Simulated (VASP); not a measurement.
A run of VASP 6.6.1 is set up as follows.

The input INCAR:

```
SYSTEM = SiC5
PREC     = Accurate       ! precision mode
ENCUT    = 600            ! plane-wave cutoff, eV
EDIFF    = 1E-6           ! SCF threshold, eV
ISMEAR   = 0              ! smearing method
SIGMA    = 0.1            ! smearing width, eV
LREAL    = .False.        ! projectors in reciprocal space
LASPH    = .True.         ! aspherical terms in the spheres
NELM     = 80             ! most SCF steps
ALGO     = Normal         ! electronic algorithm
ISIF     = 3              ! what is computed and relaxed
LWAVE    = .False.        ! write WAVECAR
LCHARG   = .False.        ! write CHGCAR
GGA      = PE             ! functional
IBRION   = 2              ! ionic algorithm
NSW      = 100            ! ionic steps
EDIFFG   = -0.01          ! ionic threshold
```

KPOINTS

```
regular mesh
0
Gamma
  14 14 14
  0 0 0
```

File POSCAR:

```
SiC5
1.0
   -2.0383108734      2.0383108734      2.7526405992
    2.0383108734     -2.0383108734      2.7526405992
    2.0383108734      2.0383108734     -2.7526405992
Si C
1 5
Direct
    0.5000000000      0.5000000000      0.0000000000
    0.5000000000      0.5000000000      0.5000000000
    0.0000000000      0.0000000000      0.5000000000
    0.5000000000      0.0000000000      0.0000000000
    0.0000000000      0.5000000000      0.0000000000
    0.0000000000      0.0000000000      0.0000000000
```

Potentials or basis: VASP PAW PBE potentials, release 64 (Si, C).

The run is started by

```console
$ cat potpaw_PBE.64/Si/POTCAR potpaw_PBE.64/C/POTCAR > POTCAR
$ mpirun -np 1 vasp_std > vasp.out
```

Task: Estimate the space group after relaxing (to 0.1 Å).

Result: I4/mmm (No. 139).

Task: Predict the band gap on the k mesh.

Result: Zero (bands 12 and 13 overlap by 1.13 eV).

Task: Predict the relaxed volume.

Result: 7.62 Å³/atom.

Final structure:
```yaml
crystal:
  lattice:
    - [-2.03052, 2.03052, 2.77325]
    - [2.03052, -2.03052, 2.77325]
    - [2.03052, 2.03052, -2.77325]
  atoms:
    - { symbol: Si, position: [0.50000, 0.50000, 0.00000] }
    - { symbol: C, position: [0.50000, 0.50000, 0.50000] }
    - { symbol: C, position: [0.00000, 0.00000, 0.50000] }
    - { symbol: C, position: [0.50000, 0.00000, 0.00000] }
    - { symbol: C, position: [0.00000, 0.50000, 0.00000] }
    - { symbol: C, position: [0.00000, 0.00000, 0.00000] }
```
